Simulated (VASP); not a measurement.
## ZrC: single point with PBEsol+U

Crystal: ZrC.

```xyz
4
Lattice="3.3915 0.0000 0.0000 -1.6957 2.9371 0.0000 0.0000 0.0000 5.2901" Properties=species:S:1:pos:R:3 pbc="T T T"
Zr    1.6564    0.9874    3.9452
Zr    0.0430    2.0016    1.3404
C    -0.0217   -0.0252    2.6505
C     0.0220   -0.0269   -0.0128
```

```
Program                : VASP 6.6.1
Task                   : single point
Functional             : PBEsol
Potentials or basis    : VASP PAW PBE potentials, release 64 (Zr_sv, C)
Cutoff                 : 520 eV
k mesh                 : 7 × 7 × 4
Occupations            : methfessel-paxton, width 0.1 eV
Spin                   : no spin polarisation
Hubbard terms          : Zr d U = 5.3 eV
Dipole correction      : no
Further INCAR settings : ALGO = Normal; EDIFF = 1e-06; NBANDS = 24
```

```yaml
Pressure: 7.9 GPa
Largest_force: 1.518 eV/Å
Band_gap_on_the_k_mesh: zero (bands 16 and 17 overlap by 1.22 eV)
```

Forces on the atoms (eV/Å):
```
Zr   0.629 -0.506  0.742
Zr  -0.773 -1.038 -0.793
C    0.313  0.812 -0.090
C   -0.169  0.731  0.141
```

Stress tensor (GPa, compression positive):
```
 5.81  0.55  0.54
 0.55  5.49  0.18
 0.54  0.18 12.30
```

Levels at points of the mesh, in eV from the Fermi level:
| k point | band 14 | band 15 | band 16 | band 17 | band 18 | band 19 |
| --- | --- | --- | --- | --- | --- | --- |
| (0.00, 0.00, 0.00) | -1.57 | -1.11 | 0.98 | 1.45 | 1.47 | 1.71 |
| (0.00, 0.00, 0.50) | -2.66 | -2.40 | -2.32 | 3.42 | 3.49 | 3.61 |

Eigenvalues of the final occupation matrices:
| site | spin | trace | eigenvalues |
| --- | --- | --- | --- |
| site 1 d | 1 | 0.72 | 0.11 0.13 0.14 0.17 0.18 |
| site 1 d | 2 | 0.72 | 0.11 0.13 0.14 0.17 0.18 |
| site 2 d | 1 | 0.72 | 0.11 0.13 0.14 0.16 0.18 |
| site 2 d | 2 | 0.72 | 0.11 0.13 0.14 0.16 0.18 |

Run time: 110 s on 1 thread of Intel(R) Xeon(R) Platinum 8259CL CPU @ 2.50GHz (Skylake/Cascade Lake), on a shared host, peak memory 0.24 GiB.

Caveat: the stress differs along the axes, from 5 to 12 GPa; the PAW data sets were made with another functional, which shifts forces and pressure a little; U without spin polarisation on a metal has little footing; the U is typed as a test and isn't derived for this compound.
